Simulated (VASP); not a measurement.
A run of VASP 6.6.1:

File INCAR:

```
PREC = Accurate
ENCUT = 520
EDIFF = 1E-6
ISMEAR = 0
SIGMA = 0.1
LREAL = F
LASPH = T
NELM = 80
ALGO = Fast
ISIF = 2
LWAVE = F
LCHARG = F
GGA = PE
NBANDS = 19
```

File KPOINTS:

```
Automatic mesh
0
Gamma
  14 14 10
```

Contents of POSCAR:

```
Ti
1.0
    1.9737768135      1.9737768135      0.0000000000
   -2.0765776893      2.0765776893      0.0000000000
    0.0000000000      0.0000000000      4.1531553785
Ti
2
Direct
    0.0000000000      0.0000000000      0.0000000000
    0.5000000000      0.5000000000      0.5000000000
```

Potentials or basis: VASP PAW PBE potentials, release 64 (Ti_sv).

Launch:

```sh
$ cat potpaw_PBE.64/Ti_sv/POTCAR > POTCAR
$ mpirun -np 1 vasp_std > vasp.out
```

Hardware: 1 thread of Intel Xeon 6975P-C, with other jobs on the host.

Q: Estimate the wall time of this run.

A: It took 6.7 min on 1 thread of Intel Xeon 6975P-C (shared host), peak memory 0.31 GiB. Counts: scf iterations 35, k points 384.
